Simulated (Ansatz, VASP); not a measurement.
**Two plane-wave programs on AgBr**

Contents of INCAR:

```
  PREC = Accurate
  ENCUT = 500
  EDIFF = 1E-6
  ISMEAR = 0
  SIGMA = 0.02
  LREAL = F
  LASPH = T
  NELM = 120
  ALGO = Normal
  ISIF = 2
  LWAVE = F
  LCHARG = F
  GGA = PE
  NBANDS = 16
  GGA_COMPAT = F
```

File KPOINTS:

```
regular mesh
0
Gamma
  8 8 8
```

POSCAR

```
AgBr
1.0
    0.0000000000      2.8921475338      2.8921475338
    2.8921475338      0.0000000000      2.8921475338
    2.8921475338      2.8921475338      0.0000000000
Ag Br
1 1
Direct
    0.0000000000      0.0000000000      0.0000000000
    0.5000000000      0.5000000000      0.5000000000
```

Input for Ansatz:

```yaml
crystal:
  lattice:
    - [0.0, 2.8921475338, 2.8921475338]
    - [2.8921475338, 0.0, 2.8921475338]
    - [2.8921475338, 2.8921475338, 0.0]
  atoms:
    - { symbol: Ag, position: [0.0, 0.0, 0.0] }
    - { symbol: Br, position: [0.5, 0.5, 0.5] }
basis:
  ecutwfc: 420
kpoints:
  mp_grid: { grid: [8, 8, 8] }
hamiltonian:
  xc: pbe
scf:
  occupations: { method: gaussian, width: 0.02 }
output:
  forces: true
  stress: true
  eigenvalues: true
```

Alike in both runs: task single point; functional PBE; k mesh 8 × 8 × 8; occupations gaussian, width 0.02 eV; no spin polarisation.

```csv
,VASP,Ansatz
version,VASP 6.6.1,Ansatz 0.2.0
potentials or method,"VASP PAW PBE potentials, release 64 (Ag, Br), cutoff 500 eV","scalar-relativistic, plane waves, PAW"
valence electrons in the cell,18,26
```

|  | VASP | Ansatz | Ansatz less VASP |
| --- | --- | --- | --- |
| gap on the k mesh at the Fermi level (eV) | 0.68 | 0.68 | +0.001 |
| least direct gap on the mesh (eV) | 2.53 | 2.53 | +0.001 |
| pressure (GPa) | 1.2 | 1.2 | +0.04 |

VASP's potentials hold 18 valence electrons a cell and Ansatz's 26, so a difference there can come from the potentials and not from the codes.
